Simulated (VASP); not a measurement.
# Zn (Fd-3m) in VASP: a series of runs, part 2 of 2

VASP 6.6.1. Earlier steps stand in the parts before.

### Step 3. Single point, PBE

This run uses another cell than the first one, of 25.42 Å³/atom, 1.467 times its volume.

The input, INCAR:

```
SYSTEM = Zn
PREC = Accurate
ENCUT = 520
EDIFF = 1E-6
ISMEAR = 0
SIGMA = 0.1
LREAL = .FALSE.
LASPH = .TRUE.
NELM = 80
ALGO = Normal
ISIF = 2
LWAVE = .FALSE.
LCHARG = .FALSE.
GGA = PE
NBANDS = 19
```

The input, KPOINTS:

```
regular mesh
0
G
  6 6 6
  0 0 0
```

The input, POSCAR:

```
Zn
1.0
    0.0000000000      2.9401182642      2.9401182642
    2.9401182642      0.0000000000      2.9401182642
    2.9401182642      2.9401182642      0.0000000000
Zn
2
Direct
    0.5000000000      0.5000000000      0.5000000000
    0.7500000000      0.7500000000      0.7500000000
```

Potentials or basis: VASP PAW PBE potentials, release 64 (Zn).

Launch:

```bash
$ cat potpaw_PBE.64/Zn/POTCAR > POTCAR
$ mpirun -np 1 vasp_std > vasp.out
```

OUTCAR:

```text
SYSTEM = Zn
   PREC = Accurate
   ENCUT = 520
   EDIFF = 1E-6
   ISMEAR = 0
   LREAL = .FALSE.
   LASPH = .TRUE.
   NELM = 80
   ISIF = 2
   GGA = PE

 ion  position               nearest neighbor table
   1  0.500  0.500  0.500-   2 2.55   2 2.55   2 2.55   2 2.55
   2  0.750  0.750  0.750-   1 2.55   1 2.55   1 2.55   1 2.55

  LATTYP: Found a face centered cubic cell.
 ALAT       =     5.8802365284

  Lattice vectors:

 A1 = (   0.0000000000,   2.9401182642,   2.9401182642)
 A2 = (   2.9401182642,   0.0000000000,   2.9401182642)
 A3 = (   2.9401182642,   2.9401182642,   0.0000000000)

Analysis of symmetry for initial positions (statically):
=====================================================================
 Subroutine PRICEL returns:
 Original cell was already a primitive cell.

 Routine SETGRP: Setting up the symmetry group for a
 face centered cubic supercell.

 Subroutine GETGRP returns: Found 48 space group operations
 (whereof 24 operations were pure point group operations)
 out of a pool of 48 trial point group operations.

[... 150 lines left out ...]
  ---------------------------------------------------
  free energy    TOTEN  =        -1.23770509 eV

  energy without entropy =       -1.22962783  energy(sigma->0) =       -1.23366646

 E-fermi :   0.2676     XC(G=0):  -8.7987

 val. band max:        0.2364220864   @ k =   0.3333   0.1667   0.0000
 cond. band min:       0.4299458318   @ k =  -0.3333   0.5000   0.1667
 fundamental gap:      0.1935237454
 Fermi energy:         0.2675529579

 k-point     1 :       0.0000    0.0000    0.0000
  band No.  band energies     occupation
      1      -7.2597      2.00000
      2      -7.2597      2.00000
      3      -7.2597      2.00000
      4      -7.2221      2.00000
      5      -7.2221      2.00000
      6      -7.2049      2.00000
[... 329 lines left out ...]
      6      -6.9005      2.00000
[... 11 lines left out ...]
     18      10.6494      0.00000
     19      15.2917      0.00000

------------------------ aborting loop because EDIFF is reached ----------------------------------------

  FORCE on cell =-STRESS in cart. coord.  units (eV):
  Direction    XX          YY          ZZ          XY          YZ          ZX
  --------------------------------------------------------------------------------------
  -------------------------------------------------------------------------------------
  Total        0.0596155      0.0596155      0.0596155     -0.0000000     -0.0000000     -0.0000000
  in kB        1.8790801      1.8790801      1.8790801     -0.0000000     -0.0000000     -0.0000000
  external PRESSURE =       1.8790801 kB  Pullay stress =       0.0000000 kB

 VOLUME and BASIS-vectors are now :
 -----------------------------------------------------------------------------
  energy-cutoff  :      520.00
  volume of cell :       50.83
      direct lattice vectors                 reciprocal lattice vectors
     0.000000000  2.940118264  2.940118264    -0.170061186  0.170061186  0.170061186
     2.940118264  0.000000000  2.940118264     0.170061186 -0.170061186  0.170061186
     2.940118264  2.940118264  0.000000000     0.170061186  0.170061186 -0.170061186

 POSITION                                       TOTAL-FORCE (eV/Angst)
 -----------------------------------------------------------------------------------
      2.94012      2.94012      2.94012         0.000000      0.000000      0.000000
      4.41018      4.41018      4.41018        -0.000000     -0.000000     -0.000000
 -----------------------------------------------------------------------------------
    total drift:                               -0.000000     -0.000000      0.000000

  FREE ENERGIE OF THE ION-ELECTRON SYSTEM (eV)
  ---------------------------------------------------
  free  energy   TOTEN  =        -1.2377050876 eV

  energy  without entropy=       -1.2296278283  energy(sigma->0) =       -1.23366646
```

stdout:

```text
POSCAR found type information on POSCAR Zn
 POSCAR found :  1 types and       2 ions
 scaLAPACK will be used
 LDA part: xc-table for (Slater+PW92), standard interpolation
 POSCAR, INCAR and KPOINTS ok, starting setup
 FFT: planning ... GRIDC
 FFT: planning ... GRID_SOFT
 FFT: planning ... GRID
 WAVECAR not read
 entering main loop
```

Run time: 7.4 s. Hardware: 1 thread of AMD EPYC 9R45 (Zen 5), shared host; peak memory 0.13 GiB.

What came out:

| Item | Value |
| --- | --- |
| Free energy | -1.2377 eV |
| Pressure | 0.2 GPa |
| Band gap on the k mesh | zero (band 12 reaches 5.25 eV, above the bottom of band 13 at -0.42 eV) |

Levels at points of the mesh, in eV from the Fermi level:
```
           k point  band 10  band 11  band 12  band 13  band 14  band 15
(0.00, 0.00, 0.00)    -6.79    -6.79     4.98     4.98     4.98     6.46
(0.50, 0.00, 0.00)    -6.79    -4.69    -3.02     3.23     3.23     5.34
(0.50, 0.50, 0.00)    -6.75    -3.21    -3.21     1.11     1.11     4.19
```

### Step 4. Relaxation of cell and atoms, PBE

The input, INCAR:

```
SYSTEM = Zn
PREC     = Accurate       ! precision mode
ENCUT    = 600            ! plane-wave cutoff, eV
EDIFF    = 1E-6           ! SCF threshold, eV
ISMEAR   = 0              ! smearing method
SIGMA    = 0.1            ! smearing width, eV
LREAL    = .FALSE.        ! projectors in reciprocal space
LASPH    = .TRUE.         ! aspherical terms in the spheres
NELM     = 60             ! most SCF steps
ALGO     = Normal         ! electronic algorithm
ISIF     = 3              ! what is computed and relaxed
LWAVE    = .FALSE.        ! write WAVECAR
LCHARG   = .FALSE.        ! write CHGCAR
GGA      = PE             ! functional
IBRION   = 2              ! ionic algorithm
NSW      = 90             ! ionic steps
EDIFFG   = -0.04          ! ionic threshold
```

KPOINTS is that of step 3.

The input, POSCAR:

```
Zn
1.0
    0.0000000000      2.5878309705      2.5878309705
    2.5878309705      0.0000000000      2.5878309705
    2.5878309705      2.5878309705      0.0000000000
Zn
2
Direct
    0.5000000000      0.5000000000      0.5000000000
    0.7500000000      0.7500000000      0.7500000000
```

Launch:

```bash
$ cat potpaw_PBE.64/Zn/POTCAR > POTCAR
$ mpirun -np 1 vasp_std > vasp.out
```

Run time: 26 s. Hardware: 1 thread of AMD EPYC 9R45 (Zen 5), shared host; peak memory 0.13 GiB.

It converged, with:

```
Free energy                            : -1.2346 eV
Relaxed volume                         : 25.59 Å³/atom
Relaxed cell                           : a = 4.168 Å, b = 4.168 Å, c = 4.168 Å, α = 60.00°, β = 60.00°, γ = 60.00°
Space group after relaxing (to 0.05 Å) : Fd-3m (No. 227)
Energy gained by relaxing              : 408.7 meV/atom
Ionic steps                            : 5
Pressure after relaxing                : -0.1 GPa
Band gap on the k mesh                 : zero (band 12 reaches 5.20 eV, above the bottom of band 13 at -0.44 eV)
```

The path:
```csv
step,energy change (eV),largest force (eV/Å),pressure (GPa),volume (Å³)
1,0.0000,0.0000,24.05,34.66
2,-0.8128,0.0000,0.91,49.41
3,-0.8165,0.0000,0.37,50.36
4,-0.8153,0.0000,-0.47,52.30
5,-0.8173,0.0000,-0.06,51.19
```

Final structure:
```
CELL_PARAMETERS angstrom
0.00000 2.94696 2.94696
2.94696 0.00000 2.94696
2.94696 2.94696 0.00000
ATOMIC_POSITIONS crystal
Zn 0.50000 0.50000 0.50000
Zn 0.75000 0.75000 0.75000
```

Levels at points of the mesh, in eV from the Fermi level:
| k point | band 8 | band 9 | band 10 | band 11 | band 12 | band 13 | band 14 | band 15 | band 16 |
| --- | --- | --- | --- | --- | --- | --- | --- | --- | --- |
| (0.00, 0.00, 0.00) | -6.96 | -6.96 | -6.78 | -6.78 | 4.96 | 4.96 | 4.96 | 6.44 | 6.44 |
| (0.50, 0.00, 0.00) | -6.94 | -6.78 | -6.78 | -4.68 | -2.99 | 3.22 | 3.22 | 5.30 | 7.20 |
| (0.50, 0.50, 0.00) | -7.05 | -6.74 | -6.74 | -3.21 | -3.21 | 1.11 | 1.11 | 4.18 | 4.18 |

Caveat: the volume moved by over 15 % at a fixed basis, so the end points are rough.

### Step 5. Single point, PBE

This run uses another cell than the first one, of 24.59 Å³/atom, 1.419 times its volume.

The input, INCAR:

```
ALGO = Fast ; EDIFF = 1E-7
ENCUT = 520 ; GGA = PE
ISIF = 2 ; ISMEAR = 0
LASPH = True ; LCHARG = False
LREAL = False ; LWAVE = False
NBANDS = 19 ; NELM = 100
PREC = Accurate ; SIGMA = 0.1
```

The input, KPOINTS:

```
k-points
0
Gamma
  16 16 16
```

The input, POSCAR:

```
Zn
1.0
    0.0000000000      2.9077780827      2.9077780827
    2.9077780827      0.0000000000      2.9077780827
    2.9077780827      2.9077780827      0.0000000000
Zn
2
Direct
    0.0000000000      0.0000000000      0.0000000000
    0.2500000000      0.2500000000      0.2500000000
```

Launch:

```bash
$ cat potpaw_PBE.64/Zn/POTCAR > POTCAR
$ mpirun -np 1 vasp_std > vasp.out
```

It took 1.7 min on 1 thread of AMD EPYC 9R45 (Zen 5), shared host; peak memory 0.21 GiB.

Results (log left out):

```
Free energy            : -1.2823 eV
Pressure               : 0.2 GPa
Band gap on the k mesh : zero (band 12 reaches 5.50 eV, above the bottom of band 13 at -0.36 eV)
```

Levels at points of the mesh, in eV from the Fermi level:
| k point | band 8 | band 9 | band 10 | band 11 | band 12 | band 13 | band 14 | band 15 | band 16 | band 17 |
| --- | --- | --- | --- | --- | --- | --- | --- | --- | --- | --- |
| (0.00, 0.00, 0.00) | -6.94 | -6.94 | -6.75 | -6.75 | 5.20 | 5.20 | 5.20 | 6.68 | 6.68 | 6.68 |
| (0.50, 0.00, 0.00) | -6.92 | -6.75 | -6.75 | -4.65 | -3.02 | 3.39 | 3.39 | 5.65 | 7.43 | 7.43 |
| (0.50, 0.50, 0.00) | -7.05 | -6.71 | -6.71 | -3.16 | -3.16 | 1.19 | 1.19 | 4.35 | 4.35 | 14.43 |

### Step 6. The runs side by side

| task | cell | k mesh | cutoff (eV) | gap on the mesh (eV) | pressure (GPa) |
| --- | --- | --- | --- | --- | --- |
| single point | a = 3.660 Å, angles 60.0°, 2 atoms | 6 × 6 × 6 | 520 | none | 24.1 |
| single point | a = 4.158 Å, angles 60.0°, 2 atoms | 6 × 6 × 6 | 520 | none | 0.2 |
| relaxation of cell and atoms | relaxed from a = 3.660 Å, angles 60.0°, 2 atoms | 6 × 6 × 6 | 600 | none | -0.1 |
| single point | a = 4.112 Å, angles 60.0°, 2 atoms | 16 × 16 × 16 | 520 | none | 0.2 |

Alike in all rows: level PBE; potentials or basis VASP PAW PBE potentials, release 64 (Zn); no spin polarisation; smearing gaussian 0.1 eV.

Caveats: the volume moved by over 15 % at a fixed basis, so the end points are rough (some runs).

Absolute energies hang on the potentials; compare differences alone.
